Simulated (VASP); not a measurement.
# TaN (I4mm) in VASP: a series of runs

TaN is run at these levels: r2SCAN; tasks: single point.

All numbers are computed with VASP 6.6.1; they aren't measurements. Logs are shortened: lines on timing, memory, paths and dates and some standing lists are left out, and cuts for length are marked.

**1. The cell of the first run**

Symmetry: I4mm, No. 107, tetragonal system. The conventional cell has a = 3.082 Å, b = 3.082 Å, c = 4.358 Å, α = 90.00°, β = 90.00°, γ = 90.00°. Within 2.8 Å of Ta (site symmetry 4mm) lie 6 N at 2.13 to 2.23 Å. Within 2.8 Å of N (site symmetry 4mm) lie 6 Ta at 2.13 to 2.23 Å.

**2. Single point, r2SCAN**

Input file POSCAR:

```
TaN
1.0
    0.0000000000      2.1790000000      2.1790000000
    2.1790000000      0.0000000000      2.1790000000
    2.1790000000      2.1790000000      0.0000000000
Ta N
1 1
Direct
    0.5000000000      0.5000000000      0.5000000000
    0.0114731528      0.0114731528     -0.0114731528
```

Input file INCAR.step1:

```
SYSTEM = TaN
  PREC = Accurate
  ENCUT = 520
  ISMEAR = 0
  SIGMA = 0.15
  LREAL = .FALSE.
  LASPH = .TRUE.
  NELM = 60
  NBANDS = 15
  GGA = PE
  ALGO = Normal
  EDIFF = 1E-4
  LWAVE = .TRUE.
  LCHARG = .FALSE.
```

Input file INCAR.step2:

```
SYSTEM = TaN
  PREC = Accurate
  ENCUT = 520
  EDIFF = 1E-6
  ISMEAR = 0
  SIGMA = 0.15
  LREAL = .FALSE.
  LASPH = .TRUE.
  NELM = 60
  ALGO = Normal
  ISIF = 2
  LWAVE = .FALSE.
  LCHARG = .FALSE.
  METAGGA = R2SCAN
  LMIXTAU = .TRUE.
  NBANDS = 15
  ISTART = 1
```

Input file KPOINTS:

```
regular mesh
0
G
  18 18 18
  0 0 0
```

Potentials or basis: VASP PAW PBE potentials, release 64 (Ta_pv, N).

Command:

```bash
cat potpaw_PBE.64/Ta_pv/POTCAR potpaw_PBE.64/N/POTCAR > POTCAR
cp INCAR.step1 INCAR
mpirun -np 1 vasp_std > vasp.out
cp INCAR.step2 INCAR
mpirun -np 1 vasp_std > vasp.out
```

OUTCAR:

```text
SYSTEM = TaN
   PREC = Accurate
   ENCUT = 520
   EDIFF = 1E-6
   ISMEAR = 0
   LREAL = .FALSE.
   LASPH = .TRUE.
   NELM = 60
   ISIF = 2
   METAGGA = R2SCAN
   ISTART = 1

 ion  position               nearest neighbor table
   1  0.500  0.500  0.500-   2 2.13   2 2.18   2 2.18   2 2.18   2 2.18   2 2.23
   2  0.011  0.011  0.989-   1 2.13   1 2.18   1 2.18   1 2.18   1 2.18   1 2.23

  LATTYP: Found a face centered cubic cell.
 ALAT       =     4.3580000000

  Lattice vectors:

 A1 = (   0.0000000000,   2.1790000000,   2.1790000000)
 A2 = (   2.1790000000,   0.0000000000,   2.1790000000)
 A3 = (   2.1790000000,   2.1790000000,   0.0000000000)

Analysis of symmetry for initial positions (statically):
=====================================================================
 Subroutine PRICEL returns:
 Original cell was already a primitive cell.

 Routine SETGRP: Setting up the symmetry group for a
 face centered cubic supercell.

 Subroutine GETGRP returns: Found  8 space group operations
 (whereof  8 operations were pure point group operations)
 out of a pool of 48 trial point group operations.

The static configuration has the point symmetry C_4v.

Analysis of symmetry for dynamics (positions and initial velocities):
=====================================================================
 Subroutine PRICEL returns:
 Original cell was already a primitive cell.

 Routine SETGRP: Setting up the symmetry group for a
 face centered cubic supercell.

 Subroutine GETGRP returns: Found  8 space group operations
 (whereof  8 operations were pure point group operations)
 out of a pool of 48 trial point group operations.

The dynamic configuration has the point symmetry C_4v.

 Subroutine INISYM returns: Found  8 space group operations
 (whereof  8 operations are pure point group operations),
 and found     1 'primitive' translations

----------------------------------------------------------------------------------------

                                     Primitive cell

  volume of cell :      20.6920

  direct lattice vectors                    reciprocal lattice vectors
     0.000000000  2.179000000  2.179000000    -0.229463056  0.229463056  0.229463056
     2.179000000  0.000000000  2.179000000     0.229463056 -0.229463056  0.229463056
     2.179000000  2.179000000  0.000000000     0.229463056  0.229463056 -0.229463056

  length of vectors
     3.081571352  3.081571352  3.081571352     0.397441672  0.397441672  0.397441672

  position of ions in fractional coordinates (direct lattice)
     0.500000000  0.500000000  0.500000000
     0.011473153  0.011473153  0.988526847

  ion indices of the primitive-cell ions
   primitive index   ion index
                 1           1
                 2           2

----------------------------------------------------------------------------------------

 KPOINTS: regular mesh

Automatic generation of k-mesh.
 Grid dimensions read from file:
 generate k-points for:   18   18   18

 Generating k-lattice:

  Cartesian coordinates                     Fractional coordinates (reciprocal lattice)
    -0.012747948  0.012747948  0.012747948     0.055555556  0.000000000  0.000000000
     0.012747948 -0.012747948  0.012747948     0.000000000  0.055555556  0.000000000
     0.012747948  0.012747948 -0.012747948     0.000000000  0.000000000  0.055555556

  Length of vectors
     0.022080093  0.022080093  0.022080093

  Shift w.r.t. Gamma in fractional coordinates (k-lattice)
     0.000000000  0.000000000  0.000000000

 Subroutine IBZKPT returns following result:
 ===========================================

 Found    480 irreducible k-points:

 Following reciprocal coordinates:
            Coordinates               Weight
  0.000000  0.000000  0.000000      1.000000
  0.055556  0.000000  0.000000      8.000000
  0.111111  0.000000  0.000000      8.000000
  0.166667  0.000000  0.000000      8.000000
  0.222222  0.000000  0.000000      8.000000
  0.277778  0.000000  0.000000      8.000000
[... 16 lines left out ...]
  0.388889  0.055556  0.000000      8.000000
  0.000000  0.388889  0.055556     16.000000
 [... further k-points ...]
   k-points           NKPTS =    480   k-points in BZ     NKDIM =    480   number of bands    NBANDS=     15
   number of dos      NEDOS =    301   number of ions     NIONS =      2
   total plane-waves  NPLWV =  13824
   dimension x,y,z NGX =    24 NGY =   24 NGZ =   24
   dimension x,y,z NGXF=    48 NGYF=   48 NGZF=   48
   ions per type =               1   1
   NGX,Y,Z   is equivalent  to a cutoff of  12.95, 12.95, 12.95 a.u.
   NGXF,Y,Z  is equivalent  to a cutoff of  25.90, 25.90, 25.90 a.u.
 SYSTEM =  TaN
   PREC   = accura    normal or accurate (medium, high low for compatibility)
   ISTART =      1    job   : 0-new  1-cont  2-samecut
   ICHARG =      0    charge: 1-file 2-atom 10-const
   ISPIN  =      1    spin polarized calculation?
   LNONCOLLINEAR =      F non collinear calculations
   LSORBIT =      F    spin-orbit coupling
   LASPH  =      T    aspherical Exc in radial PAW
   ENCUT  =  520.0 eV  38.22 Ry    6.18 a.u.   5.73  5.73  5.73*2*pi/ulx,y,z
   NELM   =     60;   NELMIN=  2; NELMDL=  0     # of ELM steps
   EDIFF  = 0.1E-05   stopping-criterion for ELM
   LREAL  =      F    real-space projection
   EDIFFG = 0.1E-04   stopping-criterion for IOM
   NSW    =      0    number of steps for IOM
   IBRION =     -1    ionic relax: 0-MD 1-quasi-New 2-CG
   NFREE  =      0    steps in history (QN), initial steepest desc. (CG)
   ISIF   =      2    stress and relaxation
   ISYM   =      2    0-nonsym 1-usesym 2-fastsym
   POTIM  = 0.5000    time-step for ionic-motion
   TEBEG  =    0.0;   TEEND  =   0.0 temperature during run
   PSTRESS=    0.0 pullay stress
   NELECT =      16.0000    total number of electrons
   NUPDOWN=      -1.0000    fix difference up-down
   EMIN   =  10.00;   EMAX   =-10.00  energy-range for DOS
   EFERMI =   0.00;   METHOD = LEGACY
   ISMEAR =     0;   SIGMA  =   0.15  broadening in eV -4-tet -1-fermi 0-gaus
   EFERMI_NEDOS =   21; number of points for ismear=-14 and -15
   IALGO  =     38    algorithm
   IMIX   =      4    mixing-type and parameters
     AMIX     =   0.40;   BMIX     =  1.00
     AMIX_MAG =   1.60;   BMIX_MAG =  1.00
  volume/ion in A,a.u.               =      10.35        69.82
  Fermi-wavevector in a.u.,A,eV,Ry     =   1.502615  2.839530 30.719922  2.257851
  Thomas-Fermi vector in A             =   2.613832
   LORBIT       =      0    0 simple, 1 ext, 2 COOP (PROOUT), +10 PAW based schemes
   METAGGA = R2SCAN    functional components
   LHFCALC =     F    Hartree Fock is set to
   AEXX    =    0.0000 exact exchange contribution
   IVDW    =     0    specifies the selected vdW correction
   LEPSILON=     F    determine dielectric tensor
   LRPA    =     F    only Hartree local field effects (RPA)
 non-spin polarized calculation
 Gauss-broadening in eV      SIGMA  =   0.15
  energy-cutoff  :      520.00
  volume of cell :       20.69
 maximum number of plane-waves:       568
   NGX = 11   NGY = 11   NGZ = 11

 number of electron      16.0000000 magnetization

 Free energy of the ion-electron system (eV)
  ---------------------------------------------------
  ext. energy  EPLUGINS =         0.00000000
  ---------------------------------------------------
  free energy    TOTEN  =       -59.59602776 eV

  energy without entropy =      -59.58705245  energy(sigma->0) =      -59.59154010

 E-fermi :   9.9317     XC(G=0): -14.6293

 val. band max:        9.9251235697   @ k =   0.2778   0.0556   0.0000
 cond. band min:       9.9322760938   @ k =   0.3333   0.1111  -0.2778
 fundamental gap:      0.0071525241
 Fermi energy:         9.9317312297

 k-point     1 :       0.0000    0.0000    0.0000
  band No.  band energies     occupation
      1     -27.1680      2.00000
      2     -27.1653      2.00000
      3     -27.1653      2.00000
      4     -10.3222      2.00000
      5       5.6200      2.00000
      6       5.6200      2.00000
      7       5.6295      2.00000
      8       7.6833      2.00000
      9       7.7662      2.00000
     10       7.7662      2.00000
     11      10.0629      0.21636
     12      10.1488      0.04068
     13      11.9420      0.00000
     14      19.5625      0.00000
     15      19.9133      0.00000

 k-point     2 :       0.0556    0.0000    0.0000
  band No.  band energies     occupation
      1     -27.1986      2.00000
      2     -27.1696      2.00000
      3     -27.1680      2.00000
      4     -10.2417      2.00000
      5       5.1435      2.00000
      6       5.3553      2.00000
      7       5.4487      2.00000
      8       7.7690      2.00000
      9       7.8752      2.00000
     10       7.9606      2.00000
     11      10.3958      0.00001
     12      10.4745      0.00000
     13      12.1793      0.00000
     14      19.5626      0.00000
     15      20.1601      0.00000

 k-point     3 :       0.1111    0.0000    0.0000
  band No.  band energies     occupation
      1     -27.2902      2.00000
      2     -27.1776      2.00000
      3     -27.1759      2.00000
      4     -10.0075      2.00000
      5       4.2704      2.00000
      6       4.7507      2.00000
      7       4.8247      2.00000
      8       8.0625      2.00000
      9       8.1652      2.00000
     10       8.2744      2.00000
     11      11.2345      0.00000
     12      11.2984      0.00000
     13      12.8088      0.00000
     14      19.5624      0.00000
     15      20.8546      0.00000

 k-point     4 :       0.1667    0.0000    0.0000
  band No.  band energies     occupation
      1     -27.4275      2.00000
      2     -27.1896      2.00000
      3     -27.1879      2.00000
      4      -9.6407      2.00000
      5       3.2405      2.00000
      6       4.0545      2.00000
      7       4.0997      2.00000
      8       8.4520      2.00000
      9       8.6054      2.00000
     10       8.6544      2.00000
     11      12.3365      0.00000
     12      12.3885      0.00000
     13      13.6484      0.00000
     14      19.5624      0.00000
     15      21.8466      0.00000
[... 307 lines left out ...]
 k-point    22 :       0.0000    0.3333    0.0556
  band No.  band energies     occupation
      1     -27.8618      2.00000
      2     -27.2504      2.00000
      3     -27.2309      2.00000
      4      -8.2864      2.00000
      5       0.5386      2.00000
      6       2.3895      2.00000
      7       2.6927      2.00000
      8       9.2073      2.00000
      9      10.5924      0.00000
     10      10.7732      0.00000
     11      14.9836      0.00000
     12      15.1214      0.00000
     13      16.5432      0.00000
     14      19.5607      0.00000
     15      23.0014      0.00000

 k-point    23 :       0.3889    0.0556    0.0000
  band No.  band energies     occupation
      1     -27.9936      2.00000
      2     -27.2589      2.00000
      3     -27.2490      2.00000
      4      -7.8003      2.00000
      5      -0.2018      2.00000
      6       2.0435      2.00000
      7       2.2565      2.00000
      8       9.9324      0.99491
      9      11.2941      0.00000
     10      11.4136      0.00000
     11      15.2694      0.00000
     12      16.0920      0.00000
     13      17.3204      0.00000
     14      19.5595      0.00000
     15      22.6430      0.00000

 k-point    24 :       0.0000    0.3889    0.0556
  band No.  band energies     occupation
      1     -27.9933      2.00000
      2     -27.2601      2.00000
      3     -27.2480      2.00000
      4      -7.8010      2.00000
      5      -0.2016      2.00000
      6       2.0353      2.00000
      7       2.2672      2.00000
      8       9.9223      1.07109
      9      11.2899      0.00000
     10      11.4143      0.00000
     11      15.2862      0.00000
     12      16.1398      0.00000
     13      17.2647      0.00000
     14      19.5595      0.00000
     15      22.6324      0.00000

 [... further k-points ...]

------------------------ aborting loop because EDIFF is reached ----------------------------------------

  FORCE on cell =-STRESS in cart. coord.  units (eV):
  Direction    XX          YY          ZZ          XY          YZ          ZX
  --------------------------------------------------------------------------------------
  -------------------------------------------------------------------------------------
  Total        1.5391996      1.5391996      1.7181870      0.0000000     -0.0000000      0.0000000
  in kB      119.1801276    119.1801276    133.0391097      0.0000000     -0.0000000      0.0000000
  external PRESSURE =     123.7997883 kB  Pullay stress =       0.0000000 kB

 VOLUME and BASIS-vectors are now :
 -----------------------------------------------------------------------------
  energy-cutoff  :      520.00
  volume of cell :       20.69
      direct lattice vectors                 reciprocal lattice vectors
     0.000000000  2.179000000  2.179000000    -0.229463056  0.229463056  0.229463056
     2.179000000  0.000000000  2.179000000     0.229463056 -0.229463056  0.229463056
     2.179000000  2.179000000  0.000000000     0.229463056  0.229463056 -0.229463056

 POSITION                                       TOTAL-FORCE (eV/Angst)
 -----------------------------------------------------------------------------------
      2.17900      2.17900      2.17900         0.000000      0.000000      0.431934
      2.17900      2.17900      0.05000         0.000000      0.000000     -0.431934
 -----------------------------------------------------------------------------------
    total drift:                               -0.000000     -0.000000     -0.000724

  FREE ENERGIE OF THE ION-ELECTRON SYSTEM (eV)
  ---------------------------------------------------
  free  energy   TOTEN  =       -59.5960277594 eV

  energy  without entropy=      -59.5870524467  energy(sigma->0) =      -59.59154010
```

Wall time 4.5 min (1 thread of Intel Xeon Platinum 8259CL at 2.50GHz (Skylake/Cascade Lake), shared host); peak memory 0.27 GiB.

Results:

```
Free energy            : -59.5960 eV
Pressure               : 12.4 GPa
Largest force          : 0.432 eV/Å
Band gap on the k mesh : zero (bands 8 and 9 overlap by 4.16 eV)
```

Forces in eV/Å, atoms in the order of the input:
```
Ta   0.000  0.000  0.432
N    0.000  0.000 -0.432
```

Caveat: the cell differs from its parent crystal (all N atoms moved -0.050 Å, as atom 2 towards its neighbour atom 1 (Ta) at 2.179 Å); the cell stands under pressure; the PAW data sets were made with another functional, which shifts forces and pressure a little; spin-orbit coupling is left out, which moves the levels of the heavy elements.

**3. Single point, r2SCAN**

POSCAR: that of step 2 with these lines changed.

```diff
@@ -9,2 +9,2 @@
     0.5000000000      0.5000000000      0.5000000000
-    0.0114731528      0.0114731528     -0.0114731528
+   -0.0057365764     -0.0057365764      0.0057365764
```

INCAR.step1: that of step 2 with these lines changed.

```diff
@@ -7,3 +7,3 @@
   LASPH = .TRUE.
-  NELM = 60
+  NELM = 80
   NBANDS = 15
```

INCAR.step2: that of step 2 with these lines changed.

```diff
@@ -3,3 +3,3 @@
   ENCUT = 520
-  EDIFF = 1E-6
+  EDIFF = 1E-7
   ISMEAR = 0
@@ -8,3 +8,3 @@
   LASPH = .TRUE.
-  NELM = 60
+  NELM = 80
   ALGO = Normal
```

KPOINTS is that of step 2.

Potentials or basis: VASP PAW PBE potentials, release 64 (Ta_pv, N).

Command:

```bash
cat potpaw_PBE.64/Ta_pv/POTCAR potpaw_PBE.64/N/POTCAR > POTCAR
cp INCAR.step1 INCAR
mpirun -np 1 vasp_std > vasp.out
cp INCAR.step2 INCAR
mpirun -np 1 vasp_std > vasp.out
```

Run time: 4.7 min. Hardware: 1 thread of Intel Xeon Platinum 8259CL at 2.50GHz (Skylake/Cascade Lake), shared host; peak memory 0.27 GiB.

The run converged. Its results:

```
Free energy            : -59.6040 eV
Pressure               : 12.0 GPa
Largest force          : 0.211 eV/Å
Band gap on the k mesh : zero (bands 8 and 9 overlap by 4.23 eV)
```

Forces in eV/Å, atoms in the order of the input:
```
Ta   0.000  0.000 -0.211
N    0.000  0.000  0.211
```

Stress tensor (GPa, compression positive):
```
11.93  0.00  0.00
 0.00 11.93  0.00
 0.00  0.00 12.27
```

Levels at points of the mesh, in eV from the Fermi level:
```csv
k point,band 5,band 6,band 7,band 8,band 9,band 10,band 11,band 12
"(0.00, 0.00, 0.00)",-4.26,-4.26,-4.26,-2.26,-2.24,-2.24,0.12,0.14
"(0.50, 0.00, 0.00)",-11.08,-8.22,-8.22,2.00,2.00,2.15,4.16,8.10
"(0.50, 0.50, 0.00)",-7.16,-5.83,-5.08,-5.08,2.29,3.69,3.69,4.99
"(0.00, 0.50, 0.50)",-7.16,-5.88,-5.09,-5.02,2.29,3.70,3.70,4.99
```

Caveat: the cell differs from its parent crystal (all N atoms moved +0.025 Å, as atom 2 towards its neighbour atom 1 (Ta) at 2.179 Å); the cell stands under pressure; the PAW data sets were made with another functional, which shifts forces and pressure a little; spin-orbit coupling is left out, which moves the levels of the heavy elements.

**4. Single point, r2SCAN**

POSCAR: that of step 3 with these lines changed.

```diff
@@ -9,2 +9,2 @@
     0.5000000000      0.5000000000      0.5000000000
-   -0.0057365764     -0.0057365764      0.0057365764
+   -0.0200780174     -0.0200780174      0.0200780174
```

Input file INCAR.step1:

```
PREC = Accurate
ENCUT = 520
ISMEAR = 0
SIGMA = 0.15
LREAL = False
LASPH = True
NELM = 60
NBANDS = 15
GGA = PE
ALGO = Normal
EDIFF = 1E-4
LWAVE = True
LCHARG = False
```

Input file INCAR.step2:

```
PREC = Accurate
ENCUT = 520
EDIFF = 1E-6
ISMEAR = 0
SIGMA = 0.15
LREAL = False
LASPH = True
NELM = 60
ALGO = Normal
ISIF = 2
LWAVE = False
LCHARG = False
METAGGA = R2SCAN
LMIXTAU = True
NBANDS = 15
ISTART = 1
```

Input file KPOINTS:

```
regular mesh
0
Gamma
  18 18 18
```

Command:

```bash
cat potpaw_PBE.64/Ta_pv/POTCAR potpaw_PBE.64/N/POTCAR > POTCAR
cp INCAR.step1 INCAR
mpirun -np 1 vasp_std > vasp.out
cp INCAR.step2 INCAR
mpirun -np 1 vasp_std > vasp.out
```

It took 4.8 min on 1 thread of Intel Xeon Platinum 8259CL at 2.50GHz (Skylake/Cascade Lake), shared host; peak memory 0.27 GiB.

Results (log left out):

```
Free energy            : -59.5732 eV
Pressure               : 13.3 GPa
Largest force          : 0.795 eV/Å
Band gap on the k mesh : zero (bands 8 and 9 overlap by 3.96 eV)
```

Forces in eV/Å, atoms in the order of the input:
```
Ta   0.000  0.000 -0.795
N    0.000  0.000  0.795
```

Stress tensor (GPa, compression positive):
```
11.93  0.00  0.00
 0.00 11.93  0.00
 0.00  0.00 16.10
```

Levels at points of the mesh, in eV from the Fermi level:
```tsv
k point	band 4	band 5	band 6	band 7	band 8	band 9	band 10	band 11	band 12	band 13
(0.00, 0.00, 0.00)	-20.24	-4.44	-4.44	-4.42	-2.23	-1.99	-1.99	0.15	0.40	2.00
(0.50, 0.00, 0.00)	-17.08	-11.05	-8.20	-8.18	1.97	2.04	2.15	4.13	7.97	8.24
(0.50, 0.50, 0.00)	-19.00	-7.12	-5.81	-5.07	-5.07	2.32	3.72	3.72	4.88	7.38
(0.00, 0.50, 0.50)	-19.00	-7.15	-6.26	-5.10	-4.58	2.37	3.72	3.72	4.97	7.71
```

Caveat: the cell differs from its parent crystal (all N atoms moved +0.087 Å, as atom 2 towards its neighbour atom 1 (Ta) at 2.179 Å); the cell stands under pressure; the PAW data sets were made with another functional, which shifts forces and pressure a little; spin-orbit coupling is left out, which moves the levels of the heavy elements.

(Part 1 of 2 ends here.)
